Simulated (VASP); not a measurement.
## I: single point with PBE

The system is I.

```
CELL_PARAMETERS angstrom
-0.17270 2.64273 3.79433
1.86469 0.11286 3.62921
2.20471 2.68493 -0.12237
ATOMIC_POSITIONS crystal
I 0.00000 0.00000 0.00000
```

- Program: VASP 6.6.1
- Task: single point
- Functional: PBE
- Potentials or basis: VASP PAW PBE potentials, release 64 (I)
- Cutoff: 500 eV
- k mesh: 4 × 4 × 4, shifted
- Occupations: gaussian, width 0.1 eV
- Spin: no spin polarisation
- Dipole correction: no
- Further INCAR settings: ALGO = Normal; EDIFF = 1e-06; NBANDS = 10

```json
{"Pressure": "-2.7 GPa"}
```

Stress tensor (GPa, compression positive):
```
-2.89 -2.34  1.05
-2.34 -7.15  0.05
 1.05  0.05  2.04
```

Levels at points of the mesh, in eV from the Fermi level:
```
           k point  band 2  band 3  band 4  band 5  band 6  band 7
(0.12, 0.12, 0.00)   -1.58    0.30    1.54    6.07    7.67    8.47
```

Wall time 27 s on 1 thread of Intel Xeon 8259CL, on a shared host, peak memory 0.17 GiB.

Caveat: the k points lie up to 0.56 Å⁻¹ apart; spin-orbit coupling is left out, which moves the levels of the heavy elements; an odd number of electrons without spin polarisation forces a metal; a magnetic or distorted state may lie lower.
